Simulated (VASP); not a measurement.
A run of VASP 6.6.1 is set up as follows.

The input INCAR:

```
PREC = Accurate ; ENCUT = 520
EDIFF = 1E-6 ; ISMEAR = 0
SIGMA = 0.1 ; LREAL = False
LASPH = True ; NELM = 80
ALGO = Normal ; ISIF = 2
LWAVE = False ; LCHARG = False
GGA = PE ; NBANDS = 9
```

Contents of KPOINTS:

```
regular mesh
0
Gamma
  10 10 10
```

File POSCAR:

```
O
1.0
   -1.2268170490      1.2268170490      1.2268170490
    1.2268170490     -1.2268170490      1.2268170490
    1.2268170490      1.2268170490     -1.2268170490
O
1
Direct
    0.0000000000      0.0000000000      0.0000000000
```

Potentials or basis: VASP PAW PBE potentials, release 64 (O).

Command:

```bash
$ cat potpaw_PBE.64/O/POTCAR > POTCAR
$ mpirun -np 1 vasp_std > vasp.out
```

Q: What does it give for the band gap on the k mesh?

A: Zero (bands 3 and 4 overlap by 5.21 eV).

Q: What does it give for the pressure?

A: 10.2 GPa.

Caveat: the k points lie up to 0.36 Å⁻¹ apart, too coarse for converged energies and pressures of a metal; the cell differs from its parent crystal (Se replaced by O, lengths x 0.730, strained).
